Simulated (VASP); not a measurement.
# PbS (R3m) in VASP: a series of runs

PbS is run at these levels: PBEsol; tasks: single point.

All numbers are computed with VASP 6.6.1; they aren't measurements. Logs are shortened: lines on timing, memory, paths and dates and some standing lists are left out, and cuts for length are marked.

### Step 1. The cell of the first run

It takes space group R3m (No. 160, trigonal). Conventional cell: a = 4.109 Å, b = 4.109 Å, c = 9.916 Å, α = 90.00°, β = 90.00°, γ = 120.00°. Within 3.5 Å of Pb (site symmetry 3m) lie 6 S at 2.62 to 3.23 Å. Within 3.5 Å of S (site symmetry 3m) lie 6 Pb at 2.62 to 3.23 Å.

### Step 2. Single point, PBEsol (strained and its atoms moved)

Contents of INCAR:

```
SYSTEM = PbS
PREC = Accurate ; ENCUT = 520
EDIFF = 1E-6 ; ISMEAR = 0
SIGMA = 0.02 ; LREAL = .FALSE.
LASPH = .TRUE. ; NELM = 80
ALGO = Normal ; ISIF = 2
LWAVE = .FALSE. ; LCHARG = .FALSE.
GGA = PS ; NBANDS = 17
```

Contents of KPOINTS:

```
Automatic mesh
0
G
  9 9 9
  0 0 0
```

Contents of POSCAR:

```
PbS
1.0
    2.0545423823      1.1861905974      3.3051752919
   -2.0545423823      1.1861905974      3.3051752919
    0.0000000000     -2.3723811949      3.3051752919
Pb S
1 1
Direct
    1.0047069605      1.0047069605      1.0047069605
    0.4508943695      0.4508943695      0.4508943695
```

Potentials or basis: VASP PAW PBE potentials, release 64 (Pb_d, S).

On the command line:

```bash
$ cat potpaw_PBE.64/Pb_d/POTCAR potpaw_PBE.64/S/POTCAR > POTCAR
$ mpirun -np 1 vasp_std > vasp.out
```

OUTCAR:

```text
SYSTEM = PbS
   PREC = Accurate
   ENCUT = 520
   EDIFF = 1E-6
   ISMEAR = 0
   LREAL = .FALSE.
   LASPH = .TRUE.
   NELM = 80
   ISIF = 2
   GGA = PS

 ion  position               nearest neighbor table
   1  0.005  0.005  0.005-   2 2.62   2 2.62   2 2.62   2 3.23   2 3.23   2 3.23
   2  0.451  0.451  0.451-   1 2.62   1 2.62   1 2.62   1 3.23   1 3.23   1 3.23

  LATTYP: Found a trigonal (rhomboedric) cell.
 ALAT       =     4.0684611642
 COS(alpha) =     0.4899651460

  Lattice vectors:

 A1 = (   2.0545423823,   1.1861905974,   3.3051752919)
 A2 = (  -2.0545423823,   1.1861905974,   3.3051752919)
 A3 = (   0.0000000000,  -2.3723811949,   3.3051752919)

Analysis of symmetry for initial positions (statically):
=====================================================================
 Subroutine PRICEL returns:
 Original cell was already a primitive cell.

 Routine SETGRP: Setting up the symmetry group for a
 trigonal (rhombohedral) supercell.

 Subroutine GETGRP returns: Found  6 space group operations
 (whereof  6 operations were pure point group operations)
 out of a pool of 12 trial point group operations.

The static configuration has the point symmetry C_3v.

Analysis of symmetry for dynamics (positions and initial velocities):
=====================================================================
 Subroutine PRICEL returns:
 Original cell was already a primitive cell.

 Routine SETGRP: Setting up the symmetry group for a
 trigonal (rhombohedral) supercell.

 Subroutine GETGRP returns: Found  6 space group operations
 (whereof  6 operations were pure point group operations)
 out of a pool of 12 trial point group operations.

The dynamic configuration has the point symmetry C_3v.

 Subroutine INISYM returns: Found  6 space group operations
 (whereof  6 operations are pure point group operations),
 and found     1 'primitive' translations

----------------------------------------------------------------------------------------

                                     Primitive cell

  volume of cell :      48.3298

  direct lattice vectors                    reciprocal lattice vectors
     2.054542382  1.186190597  3.305175292     0.243363196  0.140505807  0.100851938
    -2.054542382  1.186190597  3.305175292    -0.243363196  0.140505807  0.100851938
     0.000000000 -2.372381195  3.305175292     0.000000000 -0.281011613  0.100851938

  length of vectors
     4.068461164  4.068461164  4.068461164     0.298560949  0.298560949  0.298560949

  position of ions in fractional coordinates (direct lattice)
     0.004706961  0.004706961  0.004706961
     0.450894369  0.450894369  0.450894369

  ion indices of the primitive-cell ions
   primitive index   ion index
                 1           1
                 2           2

----------------------------------------------------------------------------------------

 KPOINTS: Automatic mesh

Automatic generation of k-mesh.
 Grid dimensions read from file:
 generate k-points for:    9    9    9

 Generating k-lattice:

  Cartesian coordinates                     Fractional coordinates (reciprocal lattice)
     0.027040355  0.015611756  0.011205771     0.111111111 -0.000000000 -0.000000000
    -0.027040355  0.015611756  0.011205771    -0.000000000  0.111111111 -0.000000000
     0.000000000 -0.031223513  0.011205771     0.000000000  0.000000000  0.111111111

  Length of vectors
     0.033173439  0.033173439  0.033173439

  Shift w.r.t. Gamma in fractional coordinates (k-lattice)
     0.000000000  0.000000000  0.000000000

 Subroutine IBZKPT returns following result:
 ===========================================

 Found     85 irreducible k-points:

 Following reciprocal coordinates:
            Coordinates               Weight
  0.000000  0.000000  0.000000      1.000000
  0.111111  0.000000  0.000000      6.000000
  0.222222  0.000000  0.000000      6.000000
  0.333333 -0.000000 -0.000000      6.000000
  0.444444  0.000000  0.000000      6.000000
  0.111111  0.111111  0.000000      6.000000
[... 16 lines left out ...]
 -0.333333  0.333333  0.000000      6.000000
  0.444444  0.444444  0.000000      6.000000
 [... further k-points ...]
   k-points           NKPTS =     85   k-points in BZ     NKDIM =     85   number of bands    NBANDS=     17
   number of dos      NEDOS =    301   number of ions     NIONS =      2
   total plane-waves  NPLWV =  27000
   dimension x,y,z NGX =    30 NGY =   30 NGZ =   30
   dimension x,y,z NGXF=    60 NGYF=   60 NGZF=   60
   ions per type =               1   1
   NGX,Y,Z   is equivalent  to a cutoff of  12.26, 12.26, 12.26 a.u.
   NGXF,Y,Z  is equivalent  to a cutoff of  24.52, 24.52, 24.52 a.u.
 SYSTEM =  PbS
   PREC   = accura    normal or accurate (medium, high low for compatibility)
   ISTART =      0    job   : 0-new  1-cont  2-samecut
   ICHARG =      2    charge: 1-file 2-atom 10-const
   ISPIN  =      1    spin polarized calculation?
   LNONCOLLINEAR =      F non collinear calculations
   LSORBIT =      F    spin-orbit coupling
   LASPH  =      T    aspherical Exc in radial PAW
   ENCUT  =  520.0 eV  38.22 Ry    6.18 a.u.   7.56  7.56  7.56*2*pi/ulx,y,z
   NELM   =     80;   NELMIN=  2; NELMDL= -5     # of ELM steps
   EDIFF  = 0.1E-05   stopping-criterion for ELM
   LREAL  =      F    real-space projection
   EDIFFG = 0.1E-04   stopping-criterion for IOM
   NSW    =      0    number of steps for IOM
   IBRION =     -1    ionic relax: 0-MD 1-quasi-New 2-CG
   NFREE  =      0    steps in history (QN), initial steepest desc. (CG)
   ISIF   =      2    stress and relaxation
   ISYM   =      2    0-nonsym 1-usesym 2-fastsym
   POTIM  = 0.5000    time-step for ionic-motion
   TEBEG  =    0.0;   TEEND  =   0.0 temperature during run
   PSTRESS=    0.0 pullay stress
   NELECT =      20.0000    total number of electrons
   NUPDOWN=      -1.0000    fix difference up-down
   EMIN   =  10.00;   EMAX   =-10.00  energy-range for DOS
   EFERMI =   0.00;   METHOD = LEGACY
   ISMEAR =     0;   SIGMA  =   0.02  broadening in eV -4-tet -1-fermi 0-gaus
   EFERMI_NEDOS =   21; number of points for ismear=-14 and -15
   IALGO  =     38    algorithm
   IMIX   =      4    mixing-type and parameters
     AMIX     =   0.40;   BMIX     =  1.00
     AMIX_MAG =   1.60;   BMIX_MAG =  1.00
  volume/ion in A,a.u.               =      24.16       163.07
  Fermi-wavevector in a.u.,A,eV,Ry     =   1.219962  2.305394 20.249658  1.488308
  Thomas-Fermi vector in A             =   2.355196
   LORBIT       =      0    0 simple, 1 ext, 2 COOP (PROOUT), +10 PAW based schemes
   GGA     = PS    functional components
   LHFCALC =     F    Hartree Fock is set to
   AEXX    =    0.0000 exact exchange contribution
   IVDW    =     0    specifies the selected vdW correction
   LEPSILON=     F    determine dielectric tensor
   LRPA    =     F    only Hartree local field effects (RPA)
 non-spin polarized calculation
 Gauss-broadening in eV      SIGMA  =   0.02
  energy-cutoff  :      520.00
  volume of cell :       48.33
 maximum number of plane-waves:      1318
   NGX = 15   NGY = 15   NGZ = 15

 number of electron      19.9999999 magnetization

 Free energy of the ion-electron system (eV)
  ---------------------------------------------------
  ext. energy  EPLUGINS =         0.00000000
  ---------------------------------------------------
  free energy    TOTEN  =        -9.10168166 eV

  energy without entropy =       -9.10168166  energy(sigma->0) =       -9.10168166

 E-fermi :   6.5744     XC(G=0): -10.2029

 val. band max:        6.4138186788   @ k =   0.4444   0.0000   0.0000
 cond. band min:       7.4533461704   @ k =   0.4444   0.1111   0.1111
 fundamental gap:      1.0395274916
 Fermi energy:         6.5744009793

 k-point     1 :       0.0000    0.0000    0.0000
  band No.  band energies     occupation
      1     -10.1619      2.00000
      2     -10.1606      2.00000
      3     -10.1606      2.00000
      4     -10.1212      2.00000
      5     -10.1212      2.00000
      6      -7.9046      2.00000
[... 9 lines left out ...]
     16      14.3241      0.00000
     17      15.6239      0.00000

 k-point     2 :       0.1111    0.0000    0.0000
  band No.  band energies     occupation
      1     -10.1880      2.00000
      2     -10.1604      2.00000
      3     -10.1416      2.00000
      4     -10.1192      2.00000
      5     -10.1176      2.00000
      6      -7.7714      2.00000
[... 9 lines left out ...]
     16      14.4369      0.00000
     17      15.9896      0.00000

 k-point     3 :       0.2222    0.0000    0.0000
  band No.  band energies     occupation
      1     -10.2243      2.00000
      2     -10.1662      2.00000
      3     -10.1238      2.00000
      4     -10.1121      2.00000
      5     -10.1022      2.00000
      6      -7.3938      2.00000
[... 9 lines left out ...]
     16      14.5841      0.00000
     17      17.7814      0.00000

 k-point     4 :       0.3333   -0.0000   -0.0000
  band No.  band energies     occupation
      1     -10.2587      2.00000
      2     -10.1771      2.00000
      3     -10.1205      2.00000
      4     -10.0916      2.00000
      5     -10.0802      2.00000
      6      -6.8521      2.00000
[... 9 lines left out ...]
     16      15.4573      0.00000
     17      19.0551      0.00000

 k-point     5 :       0.4444    0.0000    0.0000
  band No.  band energies     occupation
      1     -10.2792      2.00000
      2     -10.1850      2.00000
      3     -10.1208      2.00000
      4     -10.0767      2.00000
      5     -10.0649      2.00000
      6      -6.3691      2.00000
[... 9 lines left out ...]
     16      16.5925      0.00000
     17      17.9788      0.00000

 k-point     6 :       0.1111    0.1111    0.0000
  band No.  band energies     occupation
      1     -10.1955      2.00000
      2     -10.1556      2.00000
      3     -10.1463      2.00000
      4     -10.1191      2.00000
      5     -10.1112      2.00000
      6      -7.7329      2.00000
[... 9 lines left out ...]
     16      14.7673      0.00000
     17      16.1710      0.00000

 k-point     7 :       0.2222    0.1111   -0.0000
  band No.  band energies     occupation
      1     -10.2279      2.00000
      2     -10.1602      2.00000
      3     -10.1364      2.00000
      4     -10.1072      2.00000
      5     -10.1007      2.00000
      6      -7.4390      2.00000
[... 9 lines left out ...]
     16      15.2159      0.00000
     17      17.1106      0.00000

 k-point     8 :       0.3333    0.1111   -0.0000
  band No.  band energies     occupation
      1     -10.2628      2.00000
      2     -10.1712      2.00000
      3     -10.1267      2.00000
      4     -10.0919      2.00000
      5     -10.0837      2.00000
      6      -6.9476      2.00000
[... 9 lines left out ...]
     16      15.9642      0.00000
     17      18.5963      0.00000
[... 203 lines left out ...]
      1     -10.2899      2.00000
      2     -10.1676      2.00000
      3     -10.1087      2.00000
      4     -10.0984      2.00000
      5     -10.0821      2.00000
      6      -6.6261      2.00000
[... 9 lines left out ...]
     16      16.5673      0.00000
     17      16.9014      0.00000

 k-point    20 :       0.3333    0.3333    0.0000
  band No.  band energies     occupation
      1     -10.3631      2.00000
      2     -10.1617      2.00000
      3     -10.1285      2.00000
      4     -10.0683      2.00000
      5     -10.0548      2.00000
      6      -6.5068      2.00000
[... 9 lines left out ...]
     16      17.3954      0.00000
     17      18.6694      0.00000

 k-point    21 :       0.4444    0.3333    0.0000
  band No.  band energies     occupation
      1     -10.3934      2.00000
      2     -10.1623      2.00000
      3     -10.1280      2.00000
      4     -10.0563      2.00000
      5     -10.0475      2.00000
      6      -6.1121      2.00000
[... 9 lines left out ...]
     16      17.8287      0.00000
     17      18.3796      0.00000

 k-point    22 :      -0.4444    0.3333    0.0000
  band No.  band energies     occupation
      1     -10.3907      2.00000
      2     -10.1579      2.00000
      3     -10.1282      2.00000
      4     -10.0567      2.00000
      5     -10.0536      2.00000
      6      -5.8155      2.00000
[... 9 lines left out ...]
     16      17.9972      0.00000
     17      18.6019      0.00000

 k-point    23 :      -0.3333    0.3333    0.0000
  band No.  band energies     occupation
      1     -10.3613      2.00000
      2     -10.1635      2.00000
      3     -10.1122      2.00000
      4     -10.0739      2.00000
      5     -10.0649      2.00000
      6      -5.8246      2.00000
[... 9 lines left out ...]
     16      17.6242      0.00000
     17      18.7155      0.00000

 k-point    24 :       0.4444    0.4444    0.0000
  band No.  band energies     occupation
      1     -10.4309      2.00000
      2     -10.1703      2.00000
      3     -10.1191      2.00000
      4     -10.0475      2.00000
      5     -10.0341      2.00000
      6      -5.8878      2.00000
[... 9 lines left out ...]
     16      18.2318      0.00000
     17      18.2693      0.00000

 [... further k-points ...]

------------------------ aborting loop because EDIFF is reached ----------------------------------------

  FORCE on cell =-STRESS in cart. coord.  units (eV):
  Direction    XX          YY          ZZ          XY          YZ          ZX
  --------------------------------------------------------------------------------------
  -------------------------------------------------------------------------------------
  Total        3.0634710      3.0634710      2.3228988      0.0000000     -0.0000000      0.0000000
  in kB      101.5568028    101.5568028     77.0061728      0.0000000     -0.0000000      0.0000000
  external PRESSURE =      93.3732594 kB  Pullay stress =       0.0000000 kB

 VOLUME and BASIS-vectors are now :
 -----------------------------------------------------------------------------
  energy-cutoff  :      520.00
  volume of cell :       48.33
      direct lattice vectors                 reciprocal lattice vectors
     2.054542382  1.186190597  3.305175292     0.243363196  0.140505807  0.100851938
    -2.054542382  1.186190597  3.305175292    -0.243363196  0.140505807  0.100851938
     0.000000000 -2.372381195  3.305175292     0.000000000 -0.281011613  0.100851938

 POSITION                                       TOTAL-FORCE (eV/Angst)
 -----------------------------------------------------------------------------------
      0.00000     -0.00000      0.04667         0.000000      0.000000     -1.483632
      0.00000     -0.00000      4.47085         0.000000     -0.000000      1.483632
 -----------------------------------------------------------------------------------
    total drift:                                0.000000      0.000000     -0.000173

  FREE ENERGIE OF THE ION-ELECTRON SYSTEM (eV)
  ---------------------------------------------------
  free  energy   TOTEN  =        -9.1016816646 eV

  energy  without entropy=       -9.1016816646  energy(sigma->0) =       -9.10168166
```

Run time: 51 s. Hardware: 1 thread of Intel Xeon 8259CL, shared host; peak memory 0.21 GiB.

Results:

- Free energy: -9.1017 eV
- Pressure: 9.3 GPa
- Largest force: 1.484 eV/Å

Forces on the atoms (eV/Å):
```
Pb   0.000  0.000 -1.484
S    0.000  0.000  1.484
```

Levels at points of the mesh, in eV from the Fermi level:
| k point | band 6 | band 7 | band 8 | band 9 | band 10 | band 11 | band 12 | band 13 | band 14 | band 15 |
| --- | --- | --- | --- | --- | --- | --- | --- | --- | --- | --- |
| (0.00, 0.00, 0.00) | -14.48 | -5.52 | -2.69 | -2.69 | -1.94 | 3.95 | 4.78 | 4.78 | 7.22 | 7.22 |

Caveat: the cell differs from its parent crystal (strained and its atoms moved); this odd mesh misses L, so gap, dielectric constants and Born charges aren't listed; the cell stands under pressure; the PAW data sets were made with another functional, which shifts forces and pressure a little; spin-orbit coupling is left out, which moves the levels of the heavy elements.

(Part 1 of 2 ends here.)
